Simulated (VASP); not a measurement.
# Al2Cu (I4/mcm) in VASP: relaxation of cell and atoms with PBE

Aim: the relaxation of cell and atoms of Al2Cu with PBE.

Program: VASP 6.6.1. These are calculated values, not measurements. Logs are shortened: lines on timing, memory, paths and dates and some standing lists are left out, and cuts for length are marked.

**1. The cell of the first run**

Symmetry: I4/mcm, No. 140, tetragonal system. Conventional cell: a = 6.143 Å, b = 6.143 Å, c = 4.744 Å, α = 90.00°, β = 90.00°, γ = 90.00°. Al (site symmetry m2m) has 4 Cu at 2.60 Å and 11 Al at 2.72 to 3.28 Å within 3.4 Å. Within 3.1 Å of Cu (site symmetry 422) lie 2 Cu at 2.37 Å and 8 Al at 2.60 Å.

**2. Relaxation of cell and atoms, PBE**

File INCAR:

```
PREC = Accurate ; ENCUT = 600
EDIFF = 1E-6 ; ISMEAR = 0
SIGMA = 0.1 ; LREAL = False
LASPH = True ; NELM = 80
ALGO = Fast ; ISIF = 3
LWAVE = False ; LCHARG = False
GGA = PE ; IBRION = 2
NSW = 100 ; EDIFFG = -0.01
```

File KPOINTS:

```
Automatic mesh
0
Gamma
  10 10 10
```

File POSCAR:

```
Al2Cu
1.0
   -3.0713668929      3.0713668929      2.3720791366
    3.0713668929     -3.0713668929      2.3720791366
    3.0713668929      3.0713668929     -2.3720791366
Al Cu
4 2
Direct
    0.3433793549      0.1566206451      0.5000000000
    0.1566206451      0.6566206451      0.8132412903
    0.8433793549      0.3433793549      0.1867587097
    0.6566206451      0.8433793549      0.5000000000
    0.7500000000      0.7500000000      0.0000000000
    0.2500000000      0.2500000000      0.0000000000
```

Potentials or basis: VASP PAW PBE potentials, release 64 (Al, Cu).

On the command line:

```console
cat potpaw_PBE.64/Al/POTCAR potpaw_PBE.64/Cu/POTCAR > POTCAR
mpirun -np 1 vasp_std > vasp.out
```

OUTCAR:

```text
PREC = Accurate
   ENCUT = 600
   EDIFF = 1E-6
   ISMEAR = 0
   LREAL = False
   LASPH = True
   NELM = 80
   ISIF = 3
   GGA = PE
   IBRION = 2
   NSW = 100
   EDIFFG = -0.01

 ion  position               nearest neighbor table
   1  0.343  0.157  0.500-   5 2.60   6 2.60   6 2.60   5 2.60   4 2.72   4 2.87   4 2.87   2 3.05
                             3 3.05   2 3.05   3 3.05   2 3.28   3 3.28   3 3.28   2 3.28
   2  0.157  0.657  0.813-   5 2.60   6 2.60   5 2.60   6 2.60   3 2.72   3 2.87   3 2.87   1 3.05
                             4 3.05   4 3.05   1 3.05   1 3.28   4 3.28   1 3.28   4 3.28
   3  0.843  0.343  0.187-   5 2.60   6 2.60   5 2.60   6 2.60   2 2.72   2 2.87   2 2.87   1 3.05
                             4 3.05   4 3.05   1 3.05   1 3.28   4 3.28   4 3.28   1 3.28
   4  0.657  0.843  0.500-   6 2.60   5 2.60   5 2.60   6 2.60   1 2.72   1 2.87   1 2.87   2 3.05
                             3 3.05   2 3.05   3 3.05   2 3.28   3 3.28   2 3.28   3 3.28
   5  0.750  0.750  0.000-   6 2.37   6 2.37   2 2.60   3 2.60   2 2.60   3 2.60   4 2.60   1 2.60
                             4 2.60   1 2.60
   6  0.250  0.250  0.000-   5 2.37   5 2.37   2 2.60   3 2.60   2 2.60   3 2.60   1 2.60   1 2.60
                             4 2.60   4 2.60

  LATTYP: Found a body centered tetragonal cell.
 ALAT       =     6.1427337858
 C/A-ratio  =     0.7723203444

  Lattice vectors:

 A1 = (  -3.0713668929,   3.0713668929,   2.3720791366)
 A2 = (   3.0713668929,  -3.0713668929,   2.3720791366)
 A3 = (   3.0713668929,   3.0713668929,  -2.3720791366)

Analysis of symmetry for initial positions (statically):
=====================================================================
 Subroutine PRICEL returns:
 Original cell was already a primitive cell.

 Routine SETGRP: Setting up the symmetry group for a
 body centered tetragonal supercell.

 Subroutine GETGRP returns: Found 16 space group operations
 (whereof  8 operations were pure point group operations)
 out of a pool of 16 trial point group operations.

The static configuration has the point symmetry C_4h.
 The point group associated with its full space group is D_4h.

Analysis of symmetry for dynamics (positions and initial velocities):
=====================================================================
 Subroutine PRICEL returns:
 Original cell was already a primitive cell.

 Routine SETGRP: Setting up the symmetry group for a
 body centered tetragonal supercell.

 Subroutine GETGRP returns: Found 16 space group operations
 (whereof  8 operations were pure point group operations)
 out of a pool of 16 trial point group operations.

The dynamic configuration has the point symmetry C_4h.
 The point group associated with its full space group is D_4h.

 Subroutine INISYM returns: Found 16 space group operations
 (whereof  8 operations are pure point group operations),
 and found     1 'primitive' translations

----------------------------------------------------------------------------------------

                                     Primitive cell

  volume of cell :      89.5061

  direct lattice vectors                    reciprocal lattice vectors
    -3.071366893  3.071366893  2.372079137     0.000000000  0.162793967  0.210785548
     3.071366893 -3.071366893  2.372079137     0.162793967  0.000000000  0.210785548
     3.071366893  3.071366893 -2.372079137     0.162793967  0.162793967  0.000000000

  length of vectors
     4.949075531  4.949075531  4.949075531     0.266331415  0.266331415  0.230225436

  position of ions in fractional coordinates (direct lattice)
     0.343379355  0.156620645  0.500000000
     0.156620645  0.656620645  0.813241290
     0.843379355  0.343379355  0.186758710
     0.656620645  0.843379355  0.500000000
     0.750000000  0.750000000  0.000000000
     0.250000000  0.250000000  0.000000000

  ion indices of the primitive-cell ions
   primitive index   ion index
                 1           1
                 2           2
                 3           3
                 4           4
                 5           5
                 6           6

----------------------------------------------------------------------------------------

 KPOINTS: Automatic mesh

Automatic generation of k-mesh.
 Grid dimensions read from file:
 generate k-points for:   10   10   10

 Generating k-lattice:

  Cartesian coordinates                     Fractional coordinates (reciprocal lattice)
     0.000000000  0.016279397  0.021078555     0.100000000  0.000000000 -0.000000000
     0.016279397  0.000000000  0.021078555     0.000000000  0.100000000 -0.000000000
     0.016279397  0.016279397  0.000000000     0.000000000  0.000000000  0.100000000

  Length of vectors
     0.026633142  0.026633142  0.023022544

  Shift w.r.t. Gamma in fractional coordinates (k-lattice)
     0.000000000  0.000000000  0.000000000

 Subroutine IBZKPT returns following result:
 ===========================================

 Found    102 irreducible k-points:

 Following reciprocal coordinates:
            Coordinates               Weight
  0.000000  0.000000  0.000000      1.000000
  0.100000 -0.000000  0.000000      8.000000
  0.200000 -0.000000  0.000000      8.000000
  0.300000  0.000000  0.000000      8.000000
  0.400000  0.000000 -0.000000      8.000000
  0.500000  0.000000 -0.000000      4.000000
[... 16 lines left out ...]
  0.300000  0.300000  0.000000      8.000000
  0.400000  0.300000  0.000000     16.000000
 [... further k-points ...]
   k-points           NKPTS =    102   k-points in BZ     NKDIM =    102   number of bands    NBANDS=     21
   number of dos      NEDOS =    301   number of ions     NIONS =      6
   total plane-waves  NPLWV =  64000
   dimension x,y,z NGX =    40 NGY =   40 NGZ =   40
   dimension x,y,z NGXF=    80 NGYF=   80 NGZF=   80
   ions per type =               4   2
   NGX,Y,Z   is equivalent  to a cutoff of  13.44, 13.44, 13.44 a.u.
   NGXF,Y,Z  is equivalent  to a cutoff of  26.87, 26.87, 26.87 a.u.
 SYSTEM =  unknown system
   PREC   = accura    normal or accurate (medium, high low for compatibility)
   ISTART =      0    job   : 0-new  1-cont  2-samecut
   ICHARG =      2    charge: 1-file 2-atom 10-const
   ISPIN  =      1    spin polarized calculation?
   LNONCOLLINEAR =      F non collinear calculations
   LSORBIT =      F    spin-orbit coupling
   LASPH  =      T    aspherical Exc in radial PAW
   ENCUT  =  600.0 eV  44.10 Ry    6.64 a.u.   9.88  9.88  9.88*2*pi/ulx,y,z
   NELM   =     80;   NELMIN=  2; NELMDL= -5     # of ELM steps
   EDIFF  = 0.1E-05   stopping-criterion for ELM
   LREAL  =      F    real-space projection
   EDIFFG = -.1E-01   stopping-criterion for IOM
   NSW    =    100    number of steps for IOM
   IBRION =      2    ionic relax: 0-MD 1-quasi-New 2-CG
   NFREE  =      1    steps in history (QN), initial steepest desc. (CG)
   ISIF   =      3    stress and relaxation
   ISYM   =      2    0-nonsym 1-usesym 2-fastsym
   POTIM  = 0.5000    time-step for ionic-motion
   TEBEG  =    0.0;   TEEND  =   0.0 temperature during run
   PSTRESS=    0.0 pullay stress
   NELECT =      34.0000    total number of electrons
   NUPDOWN=      -1.0000    fix difference up-down
   EMIN   =  10.00;   EMAX   =-10.00  energy-range for DOS
   EFERMI =   0.00;   METHOD = LEGACY
   ISMEAR =     0;   SIGMA  =   0.10  broadening in eV -4-tet -1-fermi 0-gaus
   EFERMI_NEDOS =   21; number of points for ismear=-14 and -15
   IALGO  =     68    algorithm
   IMIX   =      4    mixing-type and parameters
     AMIX     =   0.40;   BMIX     =  1.00
     AMIX_MAG =   1.60;   BMIX_MAG =  1.00
  volume/ion in A,a.u.               =      14.92       100.67
  Fermi-wavevector in a.u.,A,eV,Ry     =   1.185633  2.240522 19.126058  1.405726
  Thomas-Fermi vector in A             =   2.321823
   LORBIT       =      0    0 simple, 1 ext, 2 COOP (PROOUT), +10 PAW based schemes
   GGA     = PE    functional components
   LHFCALC =     F    Hartree Fock is set to
   AEXX    =    0.0000 exact exchange contribution
   IVDW    =     0    specifies the selected vdW correction
   LEPSILON=     F    determine dielectric tensor
   LRPA    =     F    only Hartree local field effects (RPA)
 conjugate gradient relaxation of ions
 non-spin polarized calculation
 RMM-DIIS sequential band-by-band and
 Gauss-broadening in eV      SIGMA  =   0.10
  energy-cutoff  :      600.00
  volume of cell :       89.51
 maximum number of plane-waves:      3030
   NGX = 19   NGY = 19   NGZ = 19

--------------------------------------- Ionic step        1  -------------------------------------------

 number of electron      34.0000016 magnetization

 Free energy of the ion-electron system (eV)
  ---------------------------------------------------
  ext. energy  EPLUGINS =         0.00000000
  ---------------------------------------------------
  free energy    TOTEN  =       -23.34563406 eV

  energy without entropy =      -23.33683228  energy(sigma->0) =      -23.34123317

------------------------ aborting loop because EDIFF is reached ----------------------------------------

  FORCE on cell =-STRESS in cart. coord.  units (eV):
  Direction    XX          YY          ZZ          XY          YZ          ZX
  --------------------------------------------------------------------------------------
  -------------------------------------------------------------------------------------
  Total       -0.9186845     -0.9186845      2.2770935      0.0000000      0.0000000      0.0000000
  in kB      -16.4446419    -16.4446419     40.7604426      0.0000000      0.0000000      0.0000000
  external PRESSURE =       2.6237196 kB  Pullay stress =       0.0000000 kB
[... 101 lines left out ...]
  FREE ENERGIE OF THE ION-ELECTRON SYSTEM (eV)
  ---------------------------------------------------
  free  energy   TOTEN  =       -23.3854284117 eV

  energy  without entropy=      -23.3751698997  energy(sigma->0) =      -23.38029916

[... ionic steps 4 to 8 ...]

--------------------------------------- Ionic step        9  -------------------------------------------

 number of electron      33.9999976 magnetization

------------------------ aborting loop because EDIFF is reached ----------------------------------------

  FORCE on cell =-STRESS in cart. coord.  units (eV):
  Direction    XX          YY          ZZ          XY          YZ          ZX
  --------------------------------------------------------------------------------------
  -------------------------------------------------------------------------------------
  Total        0.0971552      0.0971552      0.0969624      0.0000000     -0.0000000      0.0000000
  in kB        1.7385588      1.7385588      1.7351081      0.0000000     -0.0000000      0.0000000
  external PRESSURE =       1.7374086 kB  Pullay stress =       0.0000000 kB
[... 65 lines left out ...]
  energy  without entropy=      -23.3807152007  energy(sigma->0) =      -23.38525976

--------------------------------------- Ionic step       11  -------------------------------------------

 number of electron      33.9999976 magnetization

 Free energy of the ion-electron system (eV)
  ---------------------------------------------------
  ext. energy  EPLUGINS =         0.00000000
  ---------------------------------------------------
  free energy    TOTEN  =       -23.38984871 eV

  energy without entropy =      -23.38068147  energy(sigma->0) =      -23.38526509

 E-fermi :   7.9267     XC(G=0): -10.8491

 val. band max:        7.9163181192   @ k =  -0.1000   0.3000   0.1000
 cond. band min:       7.9659007023   @ k =   0.3000   0.2000   0.2000
 fundamental gap:      0.0495825830
 Fermi energy:         7.9267122960

 k-point     1 :       0.0000    0.0000    0.0000
  band No.  band energies     occupation
      1      -2.7801      2.00000
      2       2.6604      2.00000
      3       2.8663      2.00000
      4       2.8663      2.00000
      5       2.9062      2.00000
      6       3.7771      2.00000
[... 550 lines left out ...]
      5       3.2558      2.00000
      6       3.4096      2.00000
[... 13 lines left out ...]
     20      10.5714      0.00000
     21      11.3024      0.00000

 [... further k-points ...]

------------------------ aborting loop because EDIFF is reached ----------------------------------------

  FORCE on cell =-STRESS in cart. coord.  units (eV):
  Direction    XX          YY          ZZ          XY          YZ          ZX
  --------------------------------------------------------------------------------------
  -------------------------------------------------------------------------------------
  Total        0.0166458      0.0166458      0.0246991      0.0000000      0.0000000      0.0000000
  in kB        0.2977214      0.2977214      0.4417601      0.0000000      0.0000000      0.0000000
  external PRESSURE =       0.3457343 kB  Pullay stress =       0.0000000 kB
[... 21 lines left out ...]
  FREE ENERGIE OF THE ION-ELECTRON SYSTEM (eV)
  ---------------------------------------------------
  free  energy   TOTEN  =       -23.3898487105 eV

  energy  without entropy=      -23.3806814672  energy(sigma->0) =      -23.38526509

 reached required accuracy - stopping structural energy minimisation
```

It took 23 min on 1 thread of Oxide Virtual Turin-like, shared host; peak memory 0.37 GiB.

Results:

```yaml
Free_energy: -23.3898 eV
Relaxed_volume: 14.93 Å³/atom
Relaxed_cell: a = 4.930 Å, b = 4.930 Å, c = 4.930 Å, α = 104.22°, β = 104.22°, γ = 120.58°
Space_group_after_relaxing_to_0.1_Å: I4/mcm (No. 140)
Energy_gained_by_relaxing: 7.4 meV/atom
Ionic_steps: 11
Pressure_after_relaxing: 0.0 GPa
Largest_force_after_relaxing: 0.006 eV/Å
Band_gap_on_the_k_mesh: zero (bands 17 and 18 overlap by 4.31 eV)
```

Forces on the atoms (eV/Å):
```
Al  -0.004  0.004  0.000
Al  -0.004 -0.004  0.000
Al   0.004  0.004  0.000
Al   0.004 -0.004  0.000
Cu   0.000  0.000  0.000
Cu   0.000  0.000  0.000
```

Step by step:
```csv
step,energy change (eV),largest force (eV/Å),pressure (GPa),volume (Å³)
1,0.0000,0.0155,0.26,89.51
2,-0.0352,0.0809,-0.23,89.80
3,-0.0398,0.1210,-0.43,89.95
4,-0.0398,0.1185,-0.39,89.95
5,-0.0426,0.0722,0.19,89.44
6,-0.0429,0.0555,0.31,89.26
7,-0.0423,0.0214,0.79,88.89
8,-0.0429,0.0497,0.46,89.19
9,-0.0442,0.0001,0.17,89.53
10,-0.0442,0.0145,-0.05,89.64
11,-0.0442,0.0059,0.03,89.58
```

Final structure:
```
Al Cu
1.0
    -3.02751    3.02751    2.44327
     3.02751   -3.02751    2.44327
     3.02751    3.02751   -2.44327
Al Cu
4 2
Direct
  0.34120 0.15880 0.50000
  0.15880 0.65880 0.81760
  0.84120 0.34120 0.18240
  0.65880 0.84120 0.50000
  0.75000 0.75000 0.00000
  0.25000 0.25000 0.00000
```

The gap in the log of VASP goes by the Fermi energy; the results here count the filled bands.